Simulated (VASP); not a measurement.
# Sb (Fm-3m) in VASP: a series of runs, part 3 of 3

VASP 6.6.1. The steps go on from the part before.

**4. Relaxation of cell and atoms, PBE, target pressure 40 GPa, at which the enthalpy is minimised**

Contents of INCAR:

```
SYSTEM = Sb
PREC = Accurate
ENCUT = 500
EDIFF = 1E-7
ISMEAR = 1
SIGMA = 0.1
LREAL = .False.
LASPH = .True.
NELM = 120
ALGO = Normal
ISIF = 3
LWAVE = .False.
LCHARG = .False.
GGA = PE
IBRION = 2
NSW = 80
EDIFFG = -0.01
PSTRESS = 400.0
GGA_COMPAT = .False.
NELMIN = 4
```

Contents of KPOINTS:

```
regular mesh
0
Gamma
  10 10 10
  0 0 0
```

Contents of POSCAR:

```
Sb
1.0
    0.0000000000      2.3050000000      2.3050000000
    2.3050000000      0.0000000000      2.3050000000
    2.3050000000      2.3050000000      0.0000000000
Sb
1
Direct
    0.0000000000      0.0000000000      0.0000000000
```

Potentials or basis: VASP PAW PBE potentials, release 64 (Sb).

The run is started by

```bash
$ cat potpaw_PBE.64/Sb/POTCAR > POTCAR
$ mpirun -np 1 vasp_std > vasp.out
```

OUTCAR:

```text
SYSTEM = Sb
   PREC = Accurate
   ENCUT = 500
   EDIFF = 1E-7
   ISMEAR = 1
   LREAL = .False.
   LASPH = .True.
   NELM = 120
   ISIF = 3
   GGA = PE
   IBRION = 2
   NSW = 80
   EDIFFG = -0.01
   PSTRESS = 400.0
   NELMIN = 4

 ion  position               nearest neighbor table
   1  0.000  0.000  0.000-

  LATTYP: Found a face centered cubic cell.
 ALAT       =     4.6100000000

  Lattice vectors:

 A1 = (   0.0000000000,   2.3050000000,   2.3050000000)
 A2 = (   2.3050000000,   0.0000000000,   2.3050000000)
 A3 = (   2.3050000000,   2.3050000000,   0.0000000000)

Analysis of symmetry for initial positions (statically):
=====================================================================
 Subroutine PRICEL returns:
 Original cell was already a primitive cell.

 Routine SETGRP: Setting up the symmetry group for a
 face centered cubic supercell.

 Subroutine GETGRP returns: Found 48 space group operations
 (whereof 48 operations were pure point group operations)
 out of a pool of 48 trial point group operations.

The static configuration has the point symmetry O_h .

Analysis of symmetry for dynamics (positions and initial velocities):
=====================================================================
 Subroutine PRICEL returns:
 Original cell was already a primitive cell.

 Routine SETGRP: Setting up the symmetry group for a
 face centered cubic supercell.

 Subroutine GETGRP returns: Found 48 space group operations
 (whereof 48 operations were pure point group operations)
 out of a pool of 48 trial point group operations.

The dynamic configuration has the point symmetry O_h .

 Subroutine INISYM returns: Found 48 space group operations
 (whereof 48 operations are pure point group operations),
 and found     1 'primitive' translations

----------------------------------------------------------------------------------------

                                     Primitive cell

  volume of cell :      24.4930

  direct lattice vectors                    reciprocal lattice vectors
     0.000000000  2.305000000  2.305000000    -0.216919740  0.216919740  0.216919740
     2.305000000  0.000000000  2.305000000     0.216919740 -0.216919740  0.216919740
     2.305000000  2.305000000  0.000000000     0.216919740  0.216919740 -0.216919740

  length of vectors
     3.259762261  3.259762261  3.259762261     0.375716010  0.375716010  0.375716010

  position of ions in fractional coordinates (direct lattice)
     0.000000000  0.000000000  0.000000000

  ion indices of the primitive-cell ions
   primitive index   ion index
                 1           1

----------------------------------------------------------------------------------------

 KPOINTS: regular mesh

Automatic generation of k-mesh.
 Grid dimensions read from file:
 generate k-points for:   10   10   10

 Generating k-lattice:

  Cartesian coordinates                     Fractional coordinates (reciprocal lattice)
    -0.021691974  0.021691974  0.021691974     0.100000000  0.000000000  0.000000000
     0.021691974 -0.021691974  0.021691974     0.000000000  0.100000000  0.000000000
     0.021691974  0.021691974 -0.021691974     0.000000000  0.000000000  0.100000000

  Length of vectors
     0.037571601  0.037571601  0.037571601

  Shift w.r.t. Gamma in fractional coordinates (k-lattice)
     0.000000000  0.000000000  0.000000000

 Subroutine IBZKPT returns following result:
 ===========================================

 Found     47 irreducible k-points:

 Following reciprocal coordinates:
            Coordinates               Weight
  0.000000  0.000000  0.000000      1.000000
  0.100000  0.000000  0.000000      8.000000
  0.200000  0.000000  0.000000      8.000000
  0.300000  0.000000  0.000000      8.000000
  0.400000  0.000000  0.000000      8.000000
  0.500000  0.000000  0.000000      4.000000
[... 16 lines left out ...]
  0.300000  0.300000  0.000000      6.000000
  0.400000  0.300000  0.000000     24.000000
 [... further k-points ...]
   k-points           NKPTS =     47   k-points in BZ     NKDIM =     47   number of bands    NBANDS=      6
   number of dos      NEDOS =    301   number of ions     NIONS =      1
   total plane-waves  NPLWV =  13824
   dimension x,y,z NGX =    24 NGY =   24 NGZ =   24
   dimension x,y,z NGXF=    48 NGYF=   48 NGZF=   48
   ions per type =               1
   NGX,Y,Z   is equivalent  to a cutoff of  12.24, 12.24, 12.24 a.u.
   NGXF,Y,Z  is equivalent  to a cutoff of  24.48, 24.48, 24.48 a.u.
 SYSTEM =  Sb
   PREC   = accura    normal or accurate (medium, high low for compatibility)
   ISTART =      0    job   : 0-new  1-cont  2-samecut
   ICHARG =      2    charge: 1-file 2-atom 10-const
   ISPIN  =      1    spin polarized calculation?
   LNONCOLLINEAR =      F non collinear calculations
   LSORBIT =      F    spin-orbit coupling
   LASPH  =      T    aspherical Exc in radial PAW
   ENCUT  =  500.0 eV  36.75 Ry    6.06 a.u.   5.94  5.94  5.94*2*pi/ulx,y,z
   NELM   =    120;   NELMIN=  4; NELMDL= -5     # of ELM steps
   EDIFF  = 0.1E-06   stopping-criterion for ELM
   LREAL  =      F    real-space projection
   EDIFFG = -.1E-01   stopping-criterion for IOM
   NSW    =     80    number of steps for IOM
   IBRION =      2    ionic relax: 0-MD 1-quasi-New 2-CG
   NFREE  =      1    steps in history (QN), initial steepest desc. (CG)
   ISIF   =      3    stress and relaxation
   ISYM   =      2    0-nonsym 1-usesym 2-fastsym
   POTIM  = 0.5000    time-step for ionic-motion
   TEBEG  =    0.0;   TEEND  =   0.0 temperature during run
   PSTRESS=  400.0 pullay stress
   NELECT =       5.0000    total number of electrons
   NUPDOWN=      -1.0000    fix difference up-down
   EMIN   =  10.00;   EMAX   =-10.00  energy-range for DOS
   EFERMI =   0.00;   METHOD = LEGACY
   ISMEAR =     1;   SIGMA  =   0.10  broadening in eV -4-tet -1-fermi 0-gaus
   EFERMI_NEDOS =   21; number of points for ismear=-14 and -15
   IALGO  =     38    algorithm
   IMIX   =      4    mixing-type and parameters
     AMIX     =   0.40;   BMIX     =  1.00
     AMIX_MAG =   1.60;   BMIX_MAG =  1.00
  volume/ion in A,a.u.               =      24.49       165.29
  Fermi-wavevector in a.u.,A,eV,Ry     =   0.963941  1.821585 12.642299  0.929183
  Thomas-Fermi vector in A             =   2.093530
   LORBIT       =      0    0 simple, 1 ext, 2 COOP (PROOUT), +10 PAW based schemes
   GGA     = PE    functional components
   LHFCALC =     F    Hartree Fock is set to
   AEXX    =    0.0000 exact exchange contribution
   IVDW    =     0    specifies the selected vdW correction
   LEPSILON=     F    determine dielectric tensor
   LRPA    =     F    only Hartree local field effects (RPA)
 conjugate gradient relaxation of ions
 non-spin polarized calculation
 Methfessel and Paxton  Order N= 1 SIGMA  =   0.10
  energy-cutoff  :      500.00
  volume of cell :       24.49
 maximum number of plane-waves:       636
   NGX = 11   NGY = 11   NGZ = 11

--------------------------------------- Ionic step        1  -------------------------------------------

 number of electron       4.9999999 magnetization

 Free energy of the ion-electron system (eV)
  ---------------------------------------------------
  ext. energy  EPLUGINS =         0.00000000
  ---------------------------------------------------
  free energy    TOTEN  =        -3.75257441 eV

  energy without entropy =       -3.75246989  energy(sigma->0) =       -3.75253957

 E-fermi :   9.7604     XC(G=0): -10.6556

 val. band max:        9.6852125331   @ k =  -0.2000   0.1000   0.0000
 cond. band min:       9.7626916702   @ k =  -0.2000   0.2000   0.0000
 fundamental gap:      0.0774791371
 Fermi energy:         9.7604494340

 k-point     1 :       0.0000    0.0000    0.0000
  band No.  band energies     occupation
      1      -3.8952      2.00000
      2      15.8611      0.00000
      3      15.8611      0.00000
      4      15.8611      0.00000
      5      20.0337      0.00000
      6      20.0836      0.00000
[... 313 lines left out ...]
  energy  without entropy=       -3.3302814878  energy(sigma->0) =       -3.33046854

  enthalpy is  TOTEN    =         1.8418393220 eV   P V=        5.1724013915

[... ionic steps 4 to 12 ...]

--------------------------------------- Ionic step       13  -------------------------------------------

 number of electron       5.0000000 magnetization

------------------------ aborting loop because EDIFF is reached ----------------------------------------
[... 69 lines left out ...]
--------------------------------------- Ionic step       15  -------------------------------------------

 number of electron       5.0000000 magnetization

 Free energy of the ion-electron system (eV)
  ---------------------------------------------------
  ext. energy  EPLUGINS =         0.00000000
  ---------------------------------------------------
  free energy    TOTEN  =        -3.13761939 eV

  energy without entropy =       -3.13704437  energy(sigma->0) =       -3.13742771

 E-fermi :  13.1433     XC(G=0): -11.6252

 val. band max:       12.8637775894   @ k =  -0.2000   0.2000   0.0000
 cond. band min:      13.1879245291   @ k =  -0.2000   0.1000   0.0000
 fundamental gap:      0.3241469397
 Fermi energy:        13.1432608800

 k-point     1 :       0.0000    0.0000    0.0000
  band No.  band energies     occupation
      1      -2.6532      2.00000
      2      20.9678      0.00000
      3      20.9678      0.00000
      4      20.9678      0.00000
      5      23.1107      0.00000
      6      24.1490      0.00000
[... 239 lines left out ...]
  energy  without entropy=       -3.1370443715  energy(sigma->0) =       -3.13742771

  enthalpy is  TOTEN    =         1.8170553166 eV   P V=        4.9546747031

 reached required accuracy - stopping structural energy minimisation
```

It took 32 s on 1 thread of AMD EPYC 7R13 (Zen 3), shared host; peak memory 0.12 GiB.

What came out:

| Item | Value |
| --- | --- |
| Free energy | -3.1376 eV |
| Relaxed volume | 19.85 Å³/atom |
| Relaxed cell | a = 3.039 Å, b = 3.039 Å, c = 3.039 Å, α = 60.00°, β = 60.00°, γ = 60.00° |
| Space group after relaxing (to 0.1 Å) | Fm-3m (No. 225) |
| Energy change on relaxing (the run minimises the enthalpy) | +615.0 meV/atom |
| Ionic steps | 15 |
| Pressure after relaxing | 40.0 GPa |
| Band gap on the k mesh | zero (an odd number of electrons rules out a gap without spin polarisation) |

The path:
```csv
step,energy change (eV),largest force (eV/Å),pressure (GPa),volume (Å³)
1,0.0000,0.0000,8.24,24.49
2,9.8969,0.0000,463.20,11.00
3,0.4220,0.0000,31.16,20.72
4,0.5144,0.0000,35.48,20.27
5,0.6159,0.0000,40.09,19.84
6,0.5945,0.0000,39.13,19.93
7,0.5959,0.0000,39.19,19.92
8,0.6004,0.0000,39.39,19.90
9,0.6004,0.0000,39.39,19.90
10,0.6007,0.0000,39.40,19.90
11,0.6011,0.0000,39.42,19.90
12,0.6020,0.0000,39.46,19.90
13,0.6039,0.0000,39.55,19.89
14,0.6076,0.0000,39.71,19.88
15,0.6150,0.0000,40.04,19.85
```

Final structure:
```cif
data_structure
_symmetry_space_group_name_H-M 'P 1'
_symmetry_Int_Tables_number 1
_cell_length_a 3.0390
_cell_length_b 3.0390
_cell_length_c 3.0390
_cell_angle_alpha 60.000
_cell_angle_beta 60.000
_cell_angle_gamma 60.000
_cell_volume 19.85
loop_
_atom_site_label
_atom_site_type_symbol
_atom_site_fract_x
_atom_site_fract_y
_atom_site_fract_z
_atom_site_occupancy
Sb1 Sb 0.00000 0.00000 0.00000 1
```

Levels at points of the mesh, in eV from the Fermi level:
| k point | band 1 | band 2 | band 3 | band 4 | band 5 |
| --- | --- | --- | --- | --- | --- |
| (0.00, 0.00, 0.00) | -15.80 | 7.82 | 7.82 | 7.82 | 9.97 |
| (0.50, 0.00, 0.00) | -10.09 | -8.09 | 5.25 | 5.25 | 9.39 |
| (0.50, 0.50, 0.00) | -7.46 | -6.84 | 0.36 | 0.36 | 4.48 |

Caveat: the cell is relaxed towards a set pressure, so the run minimises the enthalpy, not the energy; the volume moved by over 15 % at a fixed basis, so the end points are rough; spin-orbit coupling is left out, which moves the levels of the heavy elements.

**5. Overview**

```csv
cell,gap on the mesh (eV),pressure (GPa)
relaxed to 20 GPa,none,20.0
relaxed to 30 GPa,none,30.0
relaxed to 40 GPa,none,40.0
```

Alike in all rows: task relaxation of cell and atoms; level PBE; potentials or basis VASP PAW PBE potentials, release 64 (Sb); no spin polarisation; k mesh 10 × 10 × 10; cutoff (eV) 500; smearing methfessel-paxton 0.1 eV.

Caveats: the cell is relaxed towards a set pressure, so the run minimises the enthalpy, not the energy; spin-orbit coupling is left out, which moves the levels of the heavy elements; the volume moved by over 15 % at a fixed basis, so the end points are rough (at least some runs).

Total energies depend on the potentials used, so only differences within one code and one set of settings carry meaning.
